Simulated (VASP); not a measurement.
# Sn (P6_3/mmc) in VASP: single point with PBE

Aim: the single point of Sn with PBE.

Everything below comes from runs of VASP 6.6.1. Logs are shortened: lines on timing, memory, paths and dates and some standing lists are left out, and cuts for length are marked.

### Step 1. The cell of the first run

It takes space group P6_3/mmc (No. 194, hexagonal). The conventional cell has a = 3.377 Å, b = 3.377 Å, c = 5.615 Å, α = 90.00°, β = 90.00°, γ = 120.00°. Within 4.4 Å of Sn (site symmetry -6m2) lie 12 Sn at 3.38 to 3.42 Å.

### Step 2. Single point, PBE

Contents of INCAR:

```
ALGO     = Normal         # electronic algorithm
EDIFF    = 1E-6           # SCF threshold, eV
ENCUT    = 500            # plane-wave cutoff, eV
GGA      = PE             # functional
GGA_COMPAT= False        
ISIF     = 2              # what is computed and relaxed
ISMEAR   = -1             # smearing method
LASPH    = True           # aspherical terms in the spheres
LCHARG   = False          # write CHGCAR
LREAL    = False          # projectors in reciprocal space
LWAVE    = False          # write WAVECAR
NBANDS   = 21             # bands
NELM     = 120            # most SCF steps
PREC     = Accurate       # precision mode
SIGMA    = 0.1            # smearing width, eV
```

Contents of KPOINTS:

```
k-points
0
Gamma
  6 6 3
```

Contents of POSCAR:

```
Sn
1.0
    3.3772842046      0.0000000000      0.0000000000
   -1.6886421023      2.9248139170      0.0000000000
    0.0000000000      0.0000000000      5.6150201079
Sn
2
Direct
    0.3333333333      0.6666666667      0.2500000000
    0.6666666667      0.3333333333      0.7500000000
```

Potentials or basis: VASP PAW PBE potentials, release 64 (Sn_d).

Started as:

```
cat potpaw_PBE.64/Sn_d/POTCAR > POTCAR
mpirun -np 1 vasp_std > vasp.out
```

OUTCAR:

```text
EDIFF = 1E-6
   ENCUT = 500
   GGA = PE
   ISIF = 2
   ISMEAR = -1
   LASPH = True
   LREAL = False
   NELM = 120
   PREC = Accurate

 ion  position               nearest neighbor table
   1  0.333  0.667  0.250-   2 3.42   2 3.42   2 3.42   2 3.42   2 3.42   2 3.42
   2  0.667  0.333  0.750-   1 3.42   1 3.42   1 3.42   1 3.42   1 3.42   1 3.42

  LATTYP: Found a hexagonal cell.
 ALAT       =     3.3772842046
 C/A-ratio  =     1.6625844222

  Lattice vectors:

 A1 = (   3.3772842046,   0.0000000000,   0.0000000000)
 A2 = (  -1.6886421023,   2.9248139170,   0.0000000000)
 A3 = (   0.0000000000,   0.0000000000,   5.6150201079)

Analysis of symmetry for initial positions (statically):
=====================================================================
 Subroutine PRICEL returns:
 Original cell was already a primitive cell.

 Routine SETGRP: Setting up the symmetry group for a
 hexagonal supercell.

 Subroutine GETGRP returns: Found 24 space group operations
 (whereof 12 operations were pure point group operations)
 out of a pool of 24 trial point group operations.

The static configuration has the point symmetry D_3d.
 The point group associated with its full space group is D_6h.

Analysis of symmetry for dynamics (positions and initial velocities):
=====================================================================
 Subroutine PRICEL returns:
 Original cell was already a primitive cell.

 Routine SETGRP: Setting up the symmetry group for a
 hexagonal supercell.

 Subroutine GETGRP returns: Found 24 space group operations
 (whereof 12 operations were pure point group operations)
 out of a pool of 24 trial point group operations.

The dynamic configuration has the point symmetry D_3d.
 The point group associated with its full space group is D_6h.

 Subroutine INISYM returns: Found 24 space group operations
 (whereof 12 operations are pure point group operations),
 and found     1 'primitive' translations

----------------------------------------------------------------------------------------

                                     Primitive cell

  volume of cell :      55.4648

  direct lattice vectors                    reciprocal lattice vectors
     3.377284205  0.000000000  0.000000000     0.296095898  0.170951047  0.000000000
    -1.688642102  2.924813917  0.000000000     0.000000000  0.341902093  0.000000000
     0.000000000  0.000000000  5.615020108     0.000000000  0.000000000  0.178093752

[... 68 lines left out ...]
   LSORBIT =      F    spin-orbit coupling
   LASPH  =      T    aspherical Exc in radial PAW
   ENCUT  =  500.0 eV  36.75 Ry    6.06 a.u.   6.16  6.16 10.24*2*pi/ulx,y,z
   NELM   =    120;   NELMIN=  2; NELMDL= -5     # of ELM steps
   EDIFF  = 0.1E-05   stopping-criterion for ELM
   LREAL  =      F    real-space projection
   EDIFFG = 0.1E-04   stopping-criterion for IOM
   NSW    =      0    number of steps for IOM
   IBRION =     -1    ionic relax: 0-MD 1-quasi-New 2-CG
   NFREE  =      0    steps in history (QN), initial steepest desc. (CG)
   ISIF   =      2    stress and relaxation
   ISYM   =      2    0-nonsym 1-usesym 2-fastsym
   POTIM  = 0.5000    time-step for ionic-motion
   TEBEG  =    0.0;   TEEND  =   0.0 temperature during run
   PSTRESS=    0.0 pullay stress
   NELECT =      28.0000    total number of electrons
   NUPDOWN=      -1.0000    fix difference up-down
   EMIN   =  10.00;   EMAX   =-10.00  energy-range for DOS
   EFERMI =   0.00;   METHOD = LEGACY
   ISMEAR =    -1;   SIGMA  =   0.10  broadening in eV -4-tet -1-fermi 0-gaus
   EFERMI_NEDOS =   21; number of points for ismear=-14 and -15
   IALGO  =     38    algorithm
   IMIX   =      4    mixing-type and parameters
     AMIX     =   0.40;   BMIX     =  1.00
     AMIX_MAG =   1.60;   BMIX_MAG =  1.00
  volume/ion in A,a.u.               =      27.73       187.15
  Fermi-wavevector in a.u.,A,eV,Ry     =   1.303532  2.463319 23.118970  1.699196
  Thomas-Fermi vector in A             =   2.434528
   LORBIT       =      0    0 simple, 1 ext, 2 COOP (PROOUT), +10 PAW based schemes
   GGA     = PE    functional components
   LHFCALC =     F    Hartree Fock is set to
   AEXX    =    0.0000 exact exchange contribution
   IVDW    =     0    specifies the selected vdW correction
   LEPSILON=     F    determine dielectric tensor
   LRPA    =     F    only Hartree local field effects (RPA)
 non-spin polarized calculation
  energy-cutoff  :      500.00
  volume of cell :       55.46
 maximum number of plane-waves:      1431
 NGX is ok and might be reduce to    28
   NGX = 13   NGY = 13   NGZ = 21

 number of electron      28.0000013 magnetization

 Free energy of the ion-electron system (eV)
  ---------------------------------------------------
  ext. energy  EPLUGINS =         0.00000000
  ---------------------------------------------------
  free energy    TOTEN  =        -7.56443779 eV

  energy without entropy =       -7.52370911  energy(sigma->0) =       -7.54407345

 E-fermi :   7.8545     XC(G=0): -10.2680

 val. band max:        7.6954322333   @ k =   0.1667   0.1667   0.0000
 cond. band min:       7.8977845285   @ k =   0.3333   0.1667   0.3333
 fundamental gap:      0.2023522953
 Fermi energy:         7.8544510149

 k-point     1 :       0.0000    0.0000    0.0000
  band No.  band energies     occupation
      1     -13.6470      2.00000
      2     -13.6470      2.00000
      3     -13.6454      2.00000
      4     -13.6394      2.00000
      5     -13.6378      2.00000
      6     -13.6378      2.00000
[... 325 lines left out ...]
     20      17.9021      0.00000
     21      17.9021      0.00000

------------------------ aborting loop because EDIFF is reached ----------------------------------------

  FORCE on cell =-STRESS in cart. coord.  units (eV):
  Direction    XX          YY          ZZ          XY          YZ          ZX
  --------------------------------------------------------------------------------------
  -------------------------------------------------------------------------------------
  Total        0.2898876      0.2898876      0.2114018      0.0000000      0.0000000      0.0000000
  in kB        8.3738079      8.3738079      6.1066379      0.0000000      0.0000000      0.0000000
  external PRESSURE =       7.6180846 kB  Pullay stress =       0.0000000 kB

 VOLUME and BASIS-vectors are now :
 -----------------------------------------------------------------------------
  energy-cutoff  :      500.00
  volume of cell :       55.46
      direct lattice vectors                 reciprocal lattice vectors
     3.377284205  0.000000000  0.000000000     0.296095898  0.170951047  0.000000000
    -1.688642102  2.924813917  0.000000000     0.000000000  0.341902093  0.000000000
     0.000000000  0.000000000  5.615020108     0.000000000  0.000000000  0.178093752

 POSITION                                       TOTAL-FORCE (eV/Angst)
 -----------------------------------------------------------------------------------
     -0.00000      1.94988      1.40376        -0.000000      0.000000      0.000000
      1.68864      0.97494      4.21127         0.000000     -0.000000      0.000000
 -----------------------------------------------------------------------------------
    total drift:                               -0.000000      0.000000      0.000000

  FREE ENERGIE OF THE ION-ELECTRON SYSTEM (eV)
  ---------------------------------------------------
  free  energy   TOTEN  =        -7.5644377937 eV

  energy  without entropy=       -7.5237091137  energy(sigma->0) =       -7.54407345
```

OSZICAR:

```text
N       E                     dE             d eps       ncg     rms          rms(c)
DAV:   1     0.216526513768E+03    0.21653E+03   -0.14319E+04   598   0.204E+03
DAV:   2     0.153768988305E+02   -0.20115E+03   -0.19670E+03   593   0.444E+02
DAV:   3    -0.689731070173E+01   -0.22274E+02   -0.22079E+02   676   0.132E+02
DAV:   4    -0.756420530965E+01   -0.66689E+00   -0.66661E+00   696   0.257E+01
DAV:   5    -0.758777495473E+01   -0.23570E-01   -0.23569E-01   840   0.472E+00    0.176E+00
DAV:   6    -0.757048028808E+01    0.17295E-01   -0.24768E-02   779   0.208E+00    0.979E-01
DAV:   7    -0.756465721124E+01    0.58231E-02   -0.14602E-02   805   0.154E+00    0.119E-01
DAV:   8    -0.756442725125E+01    0.22996E-03   -0.12301E-03   740   0.487E-01    0.200E-02
DAV:   9    -0.756443655499E+01   -0.93037E-05   -0.33076E-05   820   0.502E-02    0.731E-03
DAV:  10    -0.756443765361E+01   -0.10986E-05   -0.20417E-06   564   0.154E-02    0.571E-04
DAV:  11    -0.756443779368E+01   -0.14007E-06   -0.23259E-07   439   0.730E-03
   1 F= -.75644378E+01 E0= -.75440735E+01  d E =-.407287E-01
```

Wall time 8.7 s (1 thread of Intel Xeon Platinum 8488C (Sapphire Rapids), shared host); peak memory 0.17 GiB.

Results:

```yaml
Free_energy: -7.5644 eV
Pressure: 0.8 GPa
Band_gap_on_the_k_mesh: zero (band 14 reaches 13.72 eV, above the bottom of band 15 at 5.51 eV)
```

Caveat: the k points lie up to 0.37 Å⁻¹ apart; spin-orbit coupling is left out, which moves the levels of the heavy elements.
